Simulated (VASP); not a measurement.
Set up this calculation in VASP 6.6.1, as the native input.

| Quantity | Value |
| --- | --- |
| Task | single point |
| Functional | PBE |
| Potentials or basis | VASP PAW PBE potentials, release 64 (Hg, Pt, Se, F) |
| Cutoff | 520 eV |
| k mesh | 8 × 8 × 4 |
| Occupations | gaussian, width 0.1 eV |
| Spin | no spin polarisation |
| Dipole correction | no |
| Further INCAR settings | ALGO = Normal; EDIFF = 1e-06; NBANDS = 34 |

The structure of HgPtSeF3 lies in POSCAR:

```
HgPtSeF3
1.0
    2.8681617027     -2.8752562630      0.0000000000
    2.8681617027      2.8752562630      0.0000000000
    0.0000000000      0.0000000000      7.3108443258
Hg Pt Se F
1 1 1 3
Direct
    0.5000000000      0.5000000000      0.6942202315
    0.0000000000      0.0000000000      0.7157000799
    0.0000000000      0.0000000000      0.0257363607
    0.0000000000      0.5000000000      0.0736963627
    0.5000000000      0.0000000000      0.0736963627
    0.0000000000      0.0000000000      0.4451374925
```

The input as run:

INCAR

```
SYSTEM = HgPtSeF3
PREC = Accurate
ENCUT = 520
EDIFF = 1E-6
ISMEAR = 0
SIGMA = 0.1
LREAL = .FALSE.
LASPH = .TRUE.
NELM = 80
ALGO = Normal
ISIF = 2
LWAVE = .FALSE.
LCHARG = .FALSE.
GGA = PE
NBANDS = 34
```

KPOINTS

```
Automatic mesh
0
G
  8 8 4
  0 0 0
```

Potentials or basis: VASP PAW PBE potentials, release 64 (Hg, Pt, Se, F).

The run is started by

```console
$ cat potpaw_PBE.64/Hg/POTCAR potpaw_PBE.64/Pt/POTCAR potpaw_PBE.64/Se/POTCAR potpaw_PBE.64/F/POTCAR > POTCAR
$ mpirun -np 1 vasp_std > vasp.out
```

Results of the run:

```json
{
  "Pressure": "0.1 GPa",
  "Largest force": "0.107 eV/Å"
}
```

Caveat: an odd number of electrons without spin polarisation forces a metal; a magnetic or distorted state may lie lower.

Run time: 4 min on 1 thread of Oxide Virtual Turin-like Processor, on a shared host, peak memory 0.36 GiB.
